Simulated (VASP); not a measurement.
# BeS (Pm-3m) in VASP: further runs

Aim: see how the results for BeS move with the level of theory and the settings. Levels: PBEsol, r2SCAN50, HSE06. Tasks: single point.

Everything below comes from runs of VASP 6.6.1. Logs are shortened: lines on timing, memory, paths and dates and some standing lists are left out, and cuts for length are marked.

## Step 1: The cell of the first run

It takes space group Pm-3m (No. 221, cubic). The conventional cell has a = 2.941 Å, b = 2.941 Å, c = 2.941 Å, α = 90.00°, β = 90.00°, γ = 90.00°. Within 3.4 Å of Be (site symmetry m-3m) lie 8 S at 2.55 Å and 6 Be at 2.94 Å. Within 3.4 Å of S (site symmetry m-3m) lie 8 Be at 2.55 Å and 6 S at 2.94 Å.

## Step 2: Single point, PBEsol

INCAR reads:

```
SYSTEM = BeS
PREC = Accurate
ENCUT = 600
EDIFF = 1E-6
ISMEAR = 1
SIGMA = 0.2
LREAL = .False.
LASPH = .True.
NELM = 120
ALGO = Normal
ISIF = 2
LWAVE = .False.
LCHARG = .False.
GGA = PS
NBANDS = 11
GGA_COMPAT = .False.
```

KPOINTS reads:

```
regular mesh
0
Gamma
  6 6 6
  0 0 0
```

POSCAR reads:

```
BeS
1.0
    2.9413850405      0.0000000000      0.0000000000
    0.0000000000      2.9413850405      0.0000000000
    0.0000000000      0.0000000000      2.9413850405
Be S
1 1
Direct
    0.0000000000      0.0000000000      0.0000000000
    0.5000000000      0.5000000000      0.5000000000
```

Potentials or basis: VASP PAW PBE potentials, release 64 (Be, S).

Command:

```bash
$ cat potpaw_PBE.64/Be/POTCAR potpaw_PBE.64/S/POTCAR > POTCAR
$ mpirun -np 1 vasp_std > vasp.out
```

OUTCAR:

```text
SYSTEM = BeS
   PREC = Accurate
   ENCUT = 600
   EDIFF = 1E-6
   ISMEAR = 1
   LREAL = .False.
   LASPH = .True.
   NELM = 120
   ISIF = 2
   GGA = PS

 ion  position               nearest neighbor table
   1  0.000  0.000  0.000-   2 2.55   2 2.55   2 2.55   2 2.55   2 2.55   2 2.55   2 2.55   2 2.55

   2  0.500  0.500  0.500-   1 2.55   1 2.55   1 2.55   1 2.55   1 2.55   1 2.55   1 2.55   1 2.55

  LATTYP: Found a simple cubic cell.
 ALAT       =     2.9413850405

  Lattice vectors:

 A1 = (   2.9413850405,   0.0000000000,   0.0000000000)
 A2 = (   0.0000000000,   2.9413850405,   0.0000000000)
 A3 = (   0.0000000000,   0.0000000000,   2.9413850405)

Analysis of symmetry for initial positions (statically):
=====================================================================
 Subroutine PRICEL returns:
 Original cell was already a primitive cell.

 Routine SETGRP: Setting up the symmetry group for a
 simple cubic supercell.

 Subroutine GETGRP returns: Found 48 space group operations
 (whereof 48 operations were pure point group operations)
 out of a pool of 48 trial point group operations.

The static configuration has the point symmetry O_h .

Analysis of symmetry for dynamics (positions and initial velocities):
=====================================================================
 Subroutine PRICEL returns:
 Original cell was already a primitive cell.

 Routine SETGRP: Setting up the symmetry group for a
 simple cubic supercell.

 Subroutine GETGRP returns: Found 48 space group operations
 (whereof 48 operations were pure point group operations)
 out of a pool of 48 trial point group operations.

The dynamic configuration has the point symmetry O_h .

 Subroutine INISYM returns: Found 48 space group operations
 (whereof 48 operations are pure point group operations),
 and found     1 'primitive' translations

----------------------------------------------------------------------------------------

                                     Primitive cell

  volume of cell :      25.4481

  direct lattice vectors                    reciprocal lattice vectors
     2.941385041  0.000000000  0.000000000     0.339975891  0.000000000  0.000000000
     0.000000000  2.941385041  0.000000000     0.000000000  0.339975891  0.000000000
     0.000000000  0.000000000  2.941385041     0.000000000  0.000000000  0.339975891

  length of vectors
     2.941385041  2.941385041  2.941385041     0.339975891  0.339975891  0.339975891

  position of ions in fractional coordinates (direct lattice)
     0.000000000  0.000000000  0.000000000
     0.500000000  0.500000000  0.500000000

  ion indices of the primitive-cell ions
   primitive index   ion index
                 1           1
                 2           2

----------------------------------------------------------------------------------------

 KPOINTS: regular mesh

Automatic generation of k-mesh.
 Grid dimensions read from file:
 generate k-points for:    6    6    6

 Generating k-lattice:

  Cartesian coordinates                     Fractional coordinates (reciprocal lattice)
     0.056662649  0.000000000  0.000000000     0.166666667  0.000000000  0.000000000
     0.000000000  0.056662649  0.000000000     0.000000000  0.166666667  0.000000000
     0.000000000  0.000000000  0.056662649     0.000000000  0.000000000  0.166666667

  Length of vectors
     0.056662649  0.056662649  0.056662649

  Shift w.r.t. Gamma in fractional coordinates (k-lattice)
     0.000000000  0.000000000  0.000000000

 Subroutine IBZKPT returns following result:
 ===========================================

 Found     20 irreducible k-points:

 Following reciprocal coordinates:
            Coordinates               Weight
  0.000000  0.000000  0.000000      1.000000
  0.166667  0.000000  0.000000      6.000000
  0.333333  0.000000  0.000000      6.000000
  0.500000  0.000000  0.000000      3.000000
  0.166667  0.166667  0.000000     12.000000
  0.333333  0.166667  0.000000     24.000000
[... 12 lines left out ...]
  0.500000  0.500000  0.333333      6.000000
  0.500000  0.500000  0.500000      1.000000
   k-points           NKPTS =     20   k-points in BZ     NKDIM =     20   number of bands    NBANDS=     11
   number of dos      NEDOS =    301   number of ions     NIONS =      2
   total plane-waves  NPLWV =  13824
   dimension x,y,z NGX =    24 NGY =   24 NGZ =   24
   dimension x,y,z NGXF=    48 NGYF=   48 NGZF=   48
   ions per type =               1   1
   NGX,Y,Z   is equivalent  to a cutoff of  13.56, 13.56, 13.56 a.u.
   NGXF,Y,Z  is equivalent  to a cutoff of  27.13, 27.13, 27.13 a.u.
 SYSTEM =  BeS
   PREC   = accura    normal or accurate (medium, high low for compatibility)
   ISTART =      0    job   : 0-new  1-cont  2-samecut
   ICHARG =      2    charge: 1-file 2-atom 10-const
   ISPIN  =      1    spin polarized calculation?
   LNONCOLLINEAR =      F non collinear calculations
   LSORBIT =      F    spin-orbit coupling
   LASPH  =      T    aspherical Exc in radial PAW
   ENCUT  =  600.0 eV  44.10 Ry    6.64 a.u.   5.87  5.87  5.87*2*pi/ulx,y,z
   NELM   =    120;   NELMIN=  2; NELMDL= -5     # of ELM steps
   EDIFF  = 0.1E-05   stopping-criterion for ELM
   LREAL  =      F    real-space projection
   EDIFFG = 0.1E-04   stopping-criterion for IOM
   NSW    =      0    number of steps for IOM
   IBRION =     -1    ionic relax: 0-MD 1-quasi-New 2-CG
   NFREE  =      0    steps in history (QN), initial steepest desc. (CG)
   ISIF   =      2    stress and relaxation
   ISYM   =      2    0-nonsym 1-usesym 2-fastsym
   POTIM  = 0.5000    time-step for ionic-motion
   TEBEG  =    0.0;   TEEND  =   0.0 temperature during run
   PSTRESS=    0.0 pullay stress
   NELECT =       8.0000    total number of electrons
   NUPDOWN=      -1.0000    fix difference up-down
   EMIN   =  10.00;   EMAX   =-10.00  energy-range for DOS
   EFERMI =   0.00;   METHOD = LEGACY
   ISMEAR =     1;   SIGMA  =   0.20  broadening in eV -4-tet -1-fermi 0-gaus
   EFERMI_NEDOS =   21; number of points for ismear=-14 and -15
   IALGO  =     38    algorithm
   IMIX   =      4    mixing-type and parameters
     AMIX     =   0.40;   BMIX     =  1.00
     AMIX_MAG =   1.60;   BMIX_MAG =  1.00
  volume/ion in A,a.u.               =      12.72        85.87
  Fermi-wavevector in a.u.,A,eV,Ry     =   1.113148  2.103545 16.858961  1.239099
  Thomas-Fermi vector in A             =   2.249730
   LORBIT       =      0    0 simple, 1 ext, 2 COOP (PROOUT), +10 PAW based schemes
   GGA     = PS    functional components
   LHFCALC =     F    Hartree Fock is set to
   AEXX    =    0.0000 exact exchange contribution
   IVDW    =     0    specifies the selected vdW correction
   LEPSILON=     F    determine dielectric tensor
   LRPA    =     F    only Hartree local field effects (RPA)
 non-spin polarized calculation
 Methfessel and Paxton  Order N= 1 SIGMA  =   0.20
  energy-cutoff  :      600.00
  volume of cell :       25.45
 maximum number of plane-waves:       872
 NGX is ok and might be reduce to    24
   NGX = 11   NGY = 11   NGZ = 11

 number of electron       8.0000001 magnetization

 Free energy of the ion-electron system (eV)
  ---------------------------------------------------
  ext. energy  EPLUGINS =         0.00000000
  ---------------------------------------------------
  free energy    TOTEN  =        -7.73393842 eV

  energy without entropy =       -7.73293702  energy(sigma->0) =       -7.73360462

 E-fermi :   7.3468     XC(G=0): -10.7361

 val. band max:        7.3335014974   @ k =   0.5000   0.3333   0.1667
 cond. band min:       7.4402532464   @ k =   0.5000   0.0000   0.0000
 fundamental gap:      0.1067517490
 Fermi energy:         7.3467744995

 k-point     1 :       0.0000    0.0000    0.0000
  band No.  band energies     occupation
      1      -8.6219      2.00000
      2       5.7279      2.00000
      3       5.7279      2.00000
      4       5.7279      2.00000
      5       9.0410     -0.00000
      6      12.4204      0.00000
      7      12.4204      0.00000
      8      17.4220      0.00000
      9      17.4220      0.00000
     10      17.4220      0.00000
     11      23.4092      0.00000

 k-point     2 :       0.1667    0.0000    0.0000
  band No.  band energies     occupation
      1      -8.2867      2.00000
      2       3.2592      2.00000
      3       6.0470      2.00000
      4       6.0470      2.00000
      5       9.8334     -0.00000
      6      12.8414      0.00000
      7      14.7447      0.00000
      8      16.1443      0.00000
      9      16.1443      0.00000
     10      17.0655      0.00000
     11      23.7358      0.00000

 k-point     3 :       0.3333    0.0000    0.0000
  band No.  band energies     occupation
      1      -7.4256      2.00000
      2       0.2022      2.00000
      3       6.8618      2.00322
      4       6.8618      2.00322
      5      10.5138     -0.00000
      6      13.8643      0.00000
      7      13.8643      0.00000
      8      14.0048      0.00000
      9      14.8817      0.00000
     10      20.9020      0.00000
     11      20.9985      0.00000

 k-point     4 :       0.5000    0.0000    0.0000
  band No.  band energies     occupation
      1      -6.8073      2.00000
      2      -1.1943      2.00000
      3       7.4403      0.29667
      4       7.4403      0.29667
      5      10.8983     -0.00000
      6      12.6885      0.00000
      7      12.6885      0.00000
      8      14.2302      0.00000
      9      15.0178      0.00000
     10      19.0614      0.00000
     11      24.9716      0.00000
[... 183 lines left out ...]
 k-point    18 :       0.5000    0.3333    0.3333
  band No.  band energies     occupation
      1      -4.4540      2.00000
      2       1.2862      2.00000
      3       3.0086      2.00000
      4       3.7059      2.00000
      5       7.7801     -0.00900
      6       8.3550     -0.00000
      7      10.1092     -0.00000
      8      13.3422      0.00000
      9      23.2882      0.00000
     10      23.6503      0.00000
     11      24.6133      0.00000

 k-point    19 :       0.5000    0.5000    0.3333
  band No.  band energies     occupation
      1      -3.8936      2.00000
      2       2.0429      2.00000
      3       2.0429      2.00000
      4       4.1428      2.00000
      5       6.5031      2.00000
      6       8.6329     -0.00000
      7       8.6329     -0.00000
      8      12.2848      0.00000
      9      24.4284      0.00000
     10      25.7130      0.00000
     11      25.7130      0.00000

 k-point    20 :       0.5000    0.5000    0.5000
  band No.  band energies     occupation
      1      -3.3898      2.00000
      2       2.9553      2.00000
      3       2.9553      2.00000
      4       2.9553      2.00000
      5       6.8982      2.00676
      6       6.8982      2.00676
      7       6.8982      2.00676
      8      11.3577      0.00000
      9      28.2085      0.00000
     10      28.2092      0.00000
     11      28.2125      0.00000

------------------------ aborting loop because EDIFF is reached ----------------------------------------

  FORCE on cell =-STRESS in cart. coord.  units (eV):
  Direction    XX          YY          ZZ          XY          YZ          ZX
  --------------------------------------------------------------------------------------
  -------------------------------------------------------------------------------------
  Total       -0.7395447     -0.7395447     -0.7395447     -0.0000000      0.0000000      0.0000000
  in kB      -46.5606839    -46.5606839    -46.5606839     -0.0000000      0.0000000      0.0000000
  external PRESSURE =     -46.5606839 kB  Pullay stress =       0.0000000 kB

 VOLUME and BASIS-vectors are now :
 -----------------------------------------------------------------------------
  energy-cutoff  :      600.00
  volume of cell :       25.45
      direct lattice vectors                 reciprocal lattice vectors
     2.941385041  0.000000000  0.000000000     0.339975891  0.000000000  0.000000000
     0.000000000  2.941385041  0.000000000     0.000000000  0.339975891  0.000000000
     0.000000000  0.000000000  2.941385041     0.000000000  0.000000000  0.339975891

 POSITION                                       TOTAL-FORCE (eV/Angst)
 -----------------------------------------------------------------------------------
      0.00000      0.00000      0.00000         0.000000      0.000000      0.000000
      1.47069      1.47069      1.47069         0.000000      0.000000      0.000000
 -----------------------------------------------------------------------------------
    total drift:                               -0.000000     -0.000000     -0.000000

  FREE ENERGIE OF THE ION-ELECTRON SYSTEM (eV)
  ---------------------------------------------------
  free  energy   TOTEN  =        -7.7339384243 eV

  energy  without entropy=       -7.7329370249  energy(sigma->0) =       -7.73360462
```

Run time: 6.7 s. Hardware: 1 thread of Intel Xeon 8259CL, shared host; peak memory 0.13 GiB.

What came out:

- Free energy: -7.7339 eV
- Pressure: -4.7 GPa
- Band gap on the k mesh: zero (bands 4 and 5 overlap by 1.25 eV)

Caveat: the cell stands under tension; the structure was generated, so it needn't be the stable form of BeS; the PAW data sets were made with another functional, which shifts forces and pressure a little.

(Part 1 of 2 ends here.)

The gap in the log of VASP goes by the Fermi energy; the results here count the filled bands.